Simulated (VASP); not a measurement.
Sr, 1 atom in the cell. The structure is cubic, space group Fm-3m (No. 225). The conventional cell has a = 6.125 Å, b = 6.125 Å, c = 6.125 Å, α = 90.00°, β = 90.00°, γ = 90.00°. Within 5.7 Å of Sr (site symmetry m-3m) lie 12 Sr at 4.33 Å. 

* Program: VASP 6.6.1
* Task: single point
* Functional: r2SCAN
* Potentials or basis: VASP PAW PBE potentials, release 64 (Sr_sv)
* Cutoff: 520 eV
* k mesh: 8 × 8 × 8
* Occupations: fermi-dirac, width 0.05 eV
* Spin: no spin polarisation
* Dipole correction: no
* Further INCAR settings: ALGO = Normal; EDIFF = 1e-06; NBANDS = 11

Potentials or basis: VASP PAW PBE potentials, release 64 (Sr_sv).

The run is started by

```sh
$ cat potpaw_PBE.64/Sr_sv/POTCAR > POTCAR
$ cp INCAR.step1 INCAR
$ mpirun -np 1 vasp_std > vasp.out
$ cp INCAR.step2 INCAR
$ mpirun -np 1 vasp_std > vasp.out
```

Hardware: 1 thread of Intel(R) Xeon(R) Platinum 8488C (Sapphire Rapids), on a shared host.

Question: How long does it take, and how much memory?

Answer: Run time: 34 s on 1 thread of Intel(R) Xeon(R) Platinum 8488C (Sapphire Rapids) (shared host), peak memory 0.18 GiB. Counts: k points 29.
